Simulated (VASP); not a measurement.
Bi2Se3, 5 atoms in the cell. The structure is trigonal, space group R-3m (No. 166). The conventional cell has a = 4.150 Å, b = 4.150 Å, c = 28.670 Å, α = 90.00°, β = 90.00°, γ = 120.00°. Within 3.8 Å of Bi (site symmetry 3m) lie 6 Se at 2.87 to 3.07 Å. Se (site symmetry 3m) has 3 Bi at 2.87 Å and 3 Se at 3.51 Å within 3.8 Å. Se (site symmetry -3m) has 6 Bi at 3.07 Å and 12 Se at 4.15 to 4.24 Å within 4.3 Å. 

```yaml
Program: VASP 6.6.1
Task: single point
Functional: PBE
Potentials_or_basis: VASP PAW PBE potentials, release 64 (Bi_d, Se)
Cutoff: 520 eV
k_mesh: 8 × 8 × 8
Occupations: fermi-dirac, width 0.05 eV
Spin: no spin polarisation
Dipole_correction: no
Further_INCAR_settings: ALGO = Normal; EDIFF = 1e-07; NBANDS = 32
```

Potentials or basis: VASP PAW PBE potentials, release 64 (Bi_d, Se).

Run with:

```sh
$ cat potpaw_PBE.64/Bi_d/POTCAR potpaw_PBE.64/Se/POTCAR > POTCAR
$ mpirun -np 1 vasp_std > vasp.out
```

Hardware: 1 thread of Intel Xeon 8259CL (shared host).

Task: How long does it take, and how much memory?

Result: Run time: 45 min on 1 thread of Intel Xeon 8259CL, on a shared host, peak memory 1.1 GiB. Counts: scf iterations 14, k points 65.
